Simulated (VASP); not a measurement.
Input of a VASP 6.6.1 run:

The input INCAR:

```
ALGO     = Normal         # electronic algorithm
EDIFF    = 1E-6           # SCF threshold, eV
ENCUT    = 600            # plane-wave cutoff, eV
GGA      = CA             # functional
GGA_COMPAT= False        
ISIF     = 2              # what is computed and relaxed
ISMEAR   = 0              # smearing method
LASPH    = True           # aspherical terms in the spheres
LCHARG   = True           # write CHGCAR
LELF     = True           # ELF
LREAL    = False          # projectors in reciprocal space
LVHAR    = True         
LWAVE    = False          # write WAVECAR
NBANDS   = 15             # bands
NELM     = 120            # most SCF steps
PREC     = Accurate       # precision mode
SIGMA    = 0.05           # smearing width, eV
```

Contents of KPOINTS:

```
k-points
0
Gamma
  12 12 12
```

File POSCAR:

```
ZrC
1.0
    0.0000000000      2.3558751196      2.3558751196
    2.3558751196      0.0000000000      2.3558751196
    2.3558751196      2.3558751196      0.0000000000
Zr C
1 1
Direct
    0.5000000000      0.5000000000      0.5000000000
    0.0000000000      0.0000000000      0.0000000000
```

Potentials or basis: VASP PAW LDA potentials, release 64 (Zr_sv, C).

Launch:

```console
$ cat potpaw_LDA.64/Zr_sv/POTCAR potpaw_LDA.64/C/POTCAR > POTCAR
$ mpirun -np 1 vasp_std > vasp.out
```

Problem. Estimate the pressure.

Solution. -9.6 GPa.

Problem. What does it give for the band gap on the k mesh?

Solution. Zero (bands 8 and 9 overlap by 1.31 eV).

Caveat: the cell stands under tension.
